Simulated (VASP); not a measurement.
# NaF (I-4m2) in VASP: single point with HSE06

Aim: the single point of NaF with HSE06.

All numbers are computed with VASP 6.6.1; they aren't measurements. Logs are shortened: lines on timing, memory, paths and dates and some standing lists are left out, and cuts for length are marked.

## (1) The cell of the first run

It takes space group I-4m2 (No. 119, tetragonal). The conventional cell has a = 3.580 Å, b = 3.580 Å, c = 4.812 Å, α = 90.00°, β = 90.00°, γ = 90.00°. Na (site symmetry -4m2) has 4 F at 2.16 Å within 2.9 Å. Within 2.9 Å of F (site symmetry -4m2) lie 4 Na at 2.16 Å.

## (2) Single point, HSE06 (uniaxial x strain -5.0%)

Input file POSCAR:

```
NaF
1.0
    0.0000000000      2.5312613679      2.5312613679
    2.4059639302      0.0000000000      2.5312613679
    2.4059639302      2.5312613679      0.0000000000
Na F
1 1
Direct
    0.0000000000      0.0000000000      0.0000000000
    0.2500000000      0.2500000000      0.2500000000
```

Input file INCAR.step1:

```
PREC = Accurate
ENCUT = 520
EDIFF = 1E-5
ISMEAR = 0
SIGMA = 0.01
LREAL = F
LASPH = T
NELM = 100
ALGO = Normal
ISIF = 2
LWAVE = T
LCHARG = F
NBANDS = 14
GGA = PE
```

Input file INCAR.step2:

```
PREC = Accurate
ENCUT = 520
EDIFF = 1E-6
ISMEAR = 0
SIGMA = 0.01
LREAL = F
LASPH = T
NELM = 100
ALGO = Normal
ISIF = 2
LWAVE = F
LCHARG = F
GGA = PE
LHFCALC = T
HFSCREEN = 0.2079
PRECFOCK = Normal
NBANDS = 14
ISTART = 1
```

Input file KPOINTS:

```
regular mesh
0
Gamma
  6 6 6
```

Potentials or basis: VASP PAW PBE potentials, release 64 (Na_pv, F).

Started as:

```
> cat potpaw_PBE.64/Na_pv/POTCAR potpaw_PBE.64/F/POTCAR > POTCAR
> cp INCAR.step1 INCAR
> mpirun -np 1 vasp_std > vasp.out
> cp INCAR.step2 INCAR
> mpirun -np 1 vasp_std > vasp.out
```

OUTCAR:

```text
PREC = Accurate
   ENCUT = 520
   EDIFF = 1E-6
   ISMEAR = 0
   LREAL = F
   LASPH = T
   NELM = 100
   ISIF = 2
   GGA = PE
   LHFCALC = T
   HFSCREEN = 0.2079
   PRECFOCK = Normal
   ISTART = 1

 ion  position               nearest neighbor table
   1  0.000  0.000  0.000-   2 2.16   2 2.16   2 2.16   2 2.16
   2  0.250  0.250  0.250-   1 2.16   1 2.16   1 2.16   1 2.16

  LATTYP: Found a body centered tetragonal cell.
 ALAT       =     3.5797441564
 C/A-ratio  =     1.3442099910

  Lattice vectors:

 A1 = (  -2.4059639302,   0.0000000000,  -2.5312613679)
 A2 = (  -2.4059639302,   0.0000000000,   2.5312613679)
 A3 = (   2.4059639302,   2.5312613679,   0.0000000000)

Analysis of symmetry for initial positions (statically):
=====================================================================
 Subroutine PRICEL returns:
 Original cell was already a primitive cell.

 Routine SETGRP: Setting up the symmetry group for a
 body centered tetragonal supercell.

 Subroutine GETGRP returns: Found  8 space group operations
 (whereof  8 operations were pure point group operations)
 out of a pool of 16 trial point group operations.

The static configuration has the point symmetry D_2d.

Analysis of symmetry for dynamics (positions and initial velocities):
=====================================================================
 Subroutine PRICEL returns:
 Original cell was already a primitive cell.

 Routine SETGRP: Setting up the symmetry group for a
 body centered tetragonal supercell.

 Subroutine GETGRP returns: Found  8 space group operations
 (whereof  8 operations were pure point group operations)
 out of a pool of 16 trial point group operations.

The dynamic configuration has the point symmetry D_2d.

 Subroutine INISYM returns: Found  8 space group operations
 (whereof  8 operations are pure point group operations),
 and found     1 'primitive' translations

----------------------------------------------------------------------------------------

                                     Primitive cell

  volume of cell :      30.8314

  direct lattice vectors                    reciprocal lattice vectors
     0.000000000  2.531261368  2.531261368    -0.207816914  0.197529977  0.197529977
     2.405963930  0.000000000  2.531261368     0.207816914 -0.197529977  0.197529977
     2.405963930  2.531261368  0.000000000     0.207816914  0.197529977 -0.197529977

  length of vectors
     3.579744156  3.492269541  3.492269541     0.348172448  0.348172448  0.348172448

  position of ions in fractional coordinates (direct lattice)
     0.000000000  0.000000000  0.000000000
     0.250000000  0.250000000  0.250000000

  ion indices of the primitive-cell ions
   primitive index   ion index
                 1           1
                 2           2

----------------------------------------------------------------------------------------

 KPOINTS: regular mesh

Automatic generation of k-mesh.
 Grid dimensions read from file:
 generate k-points for:    6    6    6

 Generating k-lattice:

  Cartesian coordinates                     Fractional coordinates (reciprocal lattice)
    -0.034636152  0.032921663  0.032921663     0.166666667 -0.000000000 -0.000000000
     0.034636152 -0.032921663  0.032921663     0.000000000  0.166666667  0.000000000
     0.034636152  0.032921663 -0.032921663     0.000000000  0.000000000  0.166666667

  Length of vectors
     0.058028741  0.058028741  0.058028741

  Shift w.r.t. Gamma in fractional coordinates (k-lattice)
     0.000000000  0.000000000  0.000000000

 Subroutine IBZKPT returns following result:
 ===========================================

 Found     30 irreducible k-points:

 Following reciprocal coordinates:
            Coordinates               Weight
  0.000000  0.000000  0.000000      1.000000
  0.166667  0.000000  0.000000      8.000000
  0.333333  0.000000  0.000000      8.000000
  0.500000  0.000000  0.000000      4.000000
  0.166667  0.166667  0.000000      4.000000
  0.333333  0.166667  0.000000     16.000000
[... 16 lines left out ...]
 -0.333333  0.500000  0.166667      4.000000
  0.333333 -0.333333  0.166667      8.000000
 [... further k-points ...]
   k-points           NKPTS =     30   k-points in BZ     NKDIM =    216   number of bands    NBANDS=     14
   number of dos      NEDOS =    301   number of ions     NIONS =      2
   total plane-waves  NPLWV =  21952
   dimension x,y,z NGX =    28 NGY =   28 NGZ =   28
   dimension x,y,z NGXF=    56 NGYF=   56 NGZF=   56
   ions per type =               1   1
   NGX,Y,Z   is equivalent  to a cutoff of  13.00, 13.33, 13.33 a.u.
   NGXF,Y,Z  is equivalent  to a cutoff of  26.01, 26.66, 26.66 a.u.
 SYSTEM =  unknown system
   PREC   = accura    normal or accurate (medium, high low for compatibility)
   ISTART =      1    job   : 0-new  1-cont  2-samecut
   ICHARG =      0    charge: 1-file 2-atom 10-const
   ISPIN  =      1    spin polarized calculation?
   LNONCOLLINEAR =      F non collinear calculations
   LSORBIT =      F    spin-orbit coupling
   LASPH  =      T    aspherical Exc in radial PAW
   ENCUT  =  520.0 eV  38.22 Ry    6.18 a.u.   6.66  6.49  6.49*2*pi/ulx,y,z
   NELM   =    100;   NELMIN=  2; NELMDL=  0     # of ELM steps
   EDIFF  = 0.1E-05   stopping-criterion for ELM
   LREAL  =      F    real-space projection
   EDIFFG = 0.1E-04   stopping-criterion for IOM
   NSW    =      0    number of steps for IOM
   IBRION =     -1    ionic relax: 0-MD 1-quasi-New 2-CG
   NFREE  =      0    steps in history (QN), initial steepest desc. (CG)
   ISIF   =      2    stress and relaxation
   ISYM   =      3    0-nonsym 1-usesym 2-fastsym
   POTIM  = 0.5000    time-step for ionic-motion
   TEBEG  =    0.0;   TEEND  =   0.0 temperature during run
   PSTRESS=    0.0 pullay stress
   NELECT =      14.0000    total number of electrons
   NUPDOWN=      -1.0000    fix difference up-down
   EMIN   =  10.00;   EMAX   =-10.00  energy-range for DOS
   EFERMI =   0.00;   METHOD = LEGACY
   ISMEAR =     0;   SIGMA  =   0.01  broadening in eV -4-tet -1-fermi 0-gaus
   EFERMI_NEDOS =   21; number of points for ismear=-14 and -15
   IALGO  =     38    algorithm
   IMIX   =      1    mixing-type and parameters
     AMIX     =   0.40;   BMIX     =  1.00
     AMIX_MAG =   1.60;   BMIX_MAG =  1.00
  volume/ion in A,a.u.               =      15.42       104.03
  Fermi-wavevector in a.u.,A,eV,Ry     =   1.258307  2.377855 21.542588  1.583336
  Thomas-Fermi vector in A             =   2.391923
   LORBIT       =      0    0 simple, 1 ext, 2 COOP (PROOUT), +10 PAW based schemes
   GGA     = PE    functional components
   LHFCALC =     T    Hartree Fock is set to
   PRECFOCK=normal    Normal, Fast or Accurate (Low or Medium for compatibility)
   ENCUT4O =  -1.0   cutoff for four orbital integrals eV
   NKREDX  =     1    reduce k-point grid by
   NKREDY  =     1    reduce k-point grid by
   NKREDZ  =     1    reduce k-point grid by
   AEXX    =    0.2500 exact exchange contribution
   HFSCREEN=    0.2079 screening length (either q_TF or 0.3 A-1)
   HFSCREENC=   0.2079 screening length for correlation (either q_TF or 0.3 A-1)
   ENCUTFOCK=  -1.0 apply spherical cutoff to Coloumb kernel
   IVDW    =     0    specifies the selected vdW correction
   LEPSILON=     F    determine dielectric tensor
   LRPA    =     F    only Hartree local field effects (RPA)
 non-spin polarized calculation
 Gauss-broadening in eV      SIGMA  =   0.01
  energy-cutoff  :      520.00
  volume of cell :       30.83
 maximum number of plane-waves:       846
 NGX is ok and might be reduce to    28
  NGX = 20; NGY = 20; NGZ = 20

 number of electron      13.9999999 magnetization

 Free energy of the ion-electron system (eV)
  ---------------------------------------------------
  ext. energy  EPLUGINS =         0.00000000
  ---------------------------------------------------
  free energy    TOTEN  =       -10.09372472 eV

  energy without entropy =      -10.09372472  energy(sigma->0) =      -10.09372472

 E-fermi :  -4.7723     XC(G=0):  -6.5490

 val. band max:       -4.8825978143   @ k =   0.0000   0.0000   0.0000
 cond. band min:       2.9199231827   @ k =   0.0000   0.0000   0.0000
 fundamental gap:      7.8025209970
 Fermi energy:        -4.7723181620

 k-point     1 :       0.0000    0.0000    0.0000
  band No.  band energies     occupation
      1     -25.2299      2.00000
      2     -24.9989      2.00000
      3     -24.9926      2.00000
      4     -24.9926      2.00000
      5      -4.9118      2.00000
      6      -4.9118      2.00000
      7      -4.8826      2.00000
      8       2.9199      0.00000
      9      17.2404      0.00000
     10      17.2404      0.00000
     11      17.3951      0.00000
     12      18.6788      0.00000
     13      18.6788      0.00000
     14      19.2270      0.00000

 k-point     2 :       0.1667    0.0000    0.0000
  band No.  band energies     occupation
      1     -25.4993      2.00000
      2     -24.9998      2.00000
      3     -24.9967      2.00000
      4     -24.7067      2.00000
      5      -5.1736      2.00000
      6      -4.9291      2.00000
      7      -4.8965      2.00000
      8       3.6774      0.00000
      9      14.3759      0.00000
     10      16.2166      0.00000
     11      16.7869      0.00000
     12      18.4405      0.00000
     13      18.4912      0.00000
     14      19.1432      0.00000
[... 343 lines left out ...]
      1     -25.9207      2.00000
      2     -25.0470      2.00000
      3     -25.0243      2.00000
      4     -24.1641      2.00000
      5      -5.6105      2.00000
      6      -5.2242      2.00000
      7      -5.0846      2.00000
      8       7.7374      0.00000
      9       9.5527      0.00000
     10      13.1232      0.00000
     11      13.2902      0.00000
     12      18.0788      0.00000
     13      20.3658      0.00000
     14      21.7780      0.00000

 k-point    24 :       0.3333   -0.3333    0.1667
  band No.  band energies     occupation
      1     -25.9030      2.00000
      2     -25.0443      2.00000
      3     -25.0239      2.00000
      4     -24.1876      2.00000
      5      -5.5441      2.00000
      6      -5.3041      2.00000
      7      -5.0238      2.00000
      8       7.8335      0.00000
      9       9.4552      0.00000
     10      12.1142      0.00000
     11      14.2298      0.00000
     12      19.2808      0.00000
     13      20.4310      0.00000
     14      22.7947      0.00000

 [... further k-points ...]

------------------------ aborting loop because EDIFF is reached ----------------------------------------

  FORCE on cell =-STRESS in cart. coord.  units (eV):
  Direction    XX          YY          ZZ          XY          YZ          ZX
  --------------------------------------------------------------------------------------
  -------------------------------------------------------------------------------------
  Total        0.5754261      0.5932709      0.5932709      0.0000000      0.0000000     -0.0000000
  in kB       29.9024680     30.8297900     30.8297900      0.0000000      0.0000000     -0.0000000
  external PRESSURE =      30.5206827 kB  Pullay stress =       0.0000000 kB

 VOLUME and BASIS-vectors are now :
 -----------------------------------------------------------------------------
  energy-cutoff  :      520.00
  volume of cell :       30.83
      direct lattice vectors                 reciprocal lattice vectors
     0.000000000  2.531261368  2.531261368    -0.207816914  0.197529977  0.197529977
     2.405963930  0.000000000  2.531261368     0.207816914 -0.197529977  0.197529977
     2.405963930  2.531261368  0.000000000     0.207816914  0.197529977 -0.197529977

 POSITION                                       TOTAL-FORCE (eV/Angst)
 -----------------------------------------------------------------------------------
      0.00000      0.00000      0.00000         0.000000     -0.000000     -0.000000
      1.20298      1.26563      1.26563         0.000000      0.000000      0.000000
 -----------------------------------------------------------------------------------
    total drift:                               -0.000002     -0.000001     -0.000001

  FREE ENERGIE OF THE ION-ELECTRON SYSTEM (eV)
  ---------------------------------------------------
  free  energy   TOTEN  =       -10.0937247231 eV

  energy  without entropy=      -10.0937247231  energy(sigma->0) =      -10.09372472
```

Run time: 14 min. Hardware: 1 thread of Intel Xeon Platinum 8488C (Sapphire Rapids), shared host; peak memory 0.26 GiB.

What came out:

```yaml
Free_energy: -10.0937 eV
Pressure: 3.1 GPa
Band_gap_on_the_k_mesh: 7.80 eV
```

Levels at points of the mesh, in eV from the valence-band top:
| k point | band 5 | band 6 | band 7 | band 8 | band 9 | band 10 |
| --- | --- | --- | --- | --- | --- | --- |
| (0.00, 0.00, 0.00) | -0.03 | -0.03 | 0.00 | 7.80 | 22.12 | 22.12 |
| (0.50, 0.00, 0.00) | -0.93 | -0.10 | -0.03 | 12.30 | 13.45 | 19.46 |
| (0.50, 0.50, 0.00) | -0.89 | -0.18 | -0.16 | 12.13 | 14.31 | 19.26 |
| (0.00, 0.50, 0.50) | -0.82 | -0.24 | -0.24 | 12.33 | 14.71 | 19.15 |

Caveat: the cell differs from its parent crystal (uniaxial x strain -5.0%); the cell stands under pressure; the structure was generated, so it needn't be the stable form of NaF; the PAW data sets were made with another functional, which shifts forces and pressure a little.
